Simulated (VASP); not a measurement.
Write the native input for VASP 6.6.1 that does the following.

- Task: relaxation of cell and atoms
- Functional: PBE
- Potentials or basis: VASP PAW PBE potentials, release 64 (Pb_d, S)
- Cutoff: 600 eV
- k mesh: 8 × 8 × 6
- Occupations: gaussian, width 0.02 eV
- Spin: no spin polarisation
- Dipole correction: no
- Further INCAR settings: ALGO = Normal; EDIFF = 1e-07; IBRION = 2; EDIFFG = -0.01; NSW = 100; ISIF = 3

The structure of PbS lies in POSCAR:

```
PbS
1.0
    4.1120510200      0.0000000000      0.0000000000
    0.0000000000      4.1120510200      0.0000000000
    0.0000000000      0.0000000000      6.1638632200
Pb S
2 2
Direct
    0.5000000000      0.0000000000      0.7736028000
    0.0000000000      0.5000000000      0.2263972000
    0.5000000000      0.0000000000      0.2701673200
    0.0000000000      0.5000000000      0.7298326800
```

The input as run:

INCAR

```
SYSTEM = PbS
  ALGO = Normal
  EDIFF = 1E-7
  EDIFFG = -0.01
  ENCUT = 600
  GGA = PE
  IBRION = 2
  ISIF = 3
  ISMEAR = 0
  LASPH = .TRUE.
  LCHARG = .FALSE.
  LREAL = .FALSE.
  LWAVE = .FALSE.
  NELM = 100
  NSW = 100
  PREC = Accurate
  SIGMA = 0.02
```

KPOINTS

```
k-points
0
G
  8 8 6
  0 0 0
```

Potentials or basis: VASP PAW PBE potentials, release 64 (Pb_d, S).

Command:

```sh
$ cat potpaw_PBE.64/Pb_d/POTCAR potpaw_PBE.64/S/POTCAR > POTCAR
$ mpirun -np 1 vasp_std > vasp.out
```

Results of the run:

```
Relaxed volume                         : 27.11 Å³/atom
Relaxed cell                           : a = 4.248 Å, b = 4.248 Å, c = 6.009 Å, α = 90.00°, β = 90.00°, γ = 90.00°
Space group after relaxing (to 0.05 Å) : Fm-3m (No. 225)
Energy gained by relaxing              : 44.9 meV/atom
Ionic steps                            : 19
Pressure after relaxing                : 0.0 GPa
Band gap on the k mesh                 : 0.50 eV, direct
```

Caveat: spin-orbit coupling is left out, which moves the levels of the heavy elements.

Run time: 18 min on 1 thread of Intel(R) Xeon(R) Platinum 8488C (Sapphire Rapids), with other jobs on the host, peak memory 0.35 GiB.
